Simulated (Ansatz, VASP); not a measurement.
## PbS: VASP beside Ansatz

```xyz
4
Lattice="2.1046 -3.6759 -0.1224 1.9901 3.6099 0.0916 -0.0566 0.2268 7.4215" Properties=species:S:1:pos:R:3 pbc="T T T"
Pb    1.9487    3.6914    3.8550
Pb    2.0505   -3.4462    7.1777
S     2.1896   -1.1254    5.0604
S     1.8671    1.2830    1.3482
```

Change from the starting cell: all atoms moved at random, cell strained at random.

Alike in both runs: task single point; functional PBE; k mesh 10 × 10 × 6; occupations gaussian, width 0.05 eV; no spin polarisation.

|  | VASP | Ansatz |
| --- | --- | --- |
| version | VASP 6.6.1 | Ansatz 0.2.0 |
| potentials or method | VASP PAW PBE potentials, release 64 (Pb_d, S), cutoff 520 eV | scalar-relativistic, plane waves, PAW |
| valence electrons in the cell | 40 | 40 |

Ansatz gave:

| Quantity | Value |
| --- | --- |
| gap on the k mesh at the Fermi level (eV) | 0.38 |
| least direct gap on the mesh (eV) | 1.07 |
| pressure (GPa) | 4.0 |
| traceless stress, the component that is largest in VASP (GPa) | 2.98 |
| rms of the force components (eV/Å) | 0.647 |

**Question.** What did VASP give for the same quantities?

**Answer.** gap on the k mesh at the Fermi level (eV): 0.38; least direct gap on the mesh (eV): 1.07; pressure (GPa): 3.9; traceless stress, the component that is largest in VASP (GPa): 2.97; rms of the force components (eV/Å): 0.648.

Atom by atom the forces differ by 0.002 eV/Å (rms over components). With one functional, cell and mesh, what is left measures potentials, basis and numerics.

Neither program's run includes spin-orbit coupling.
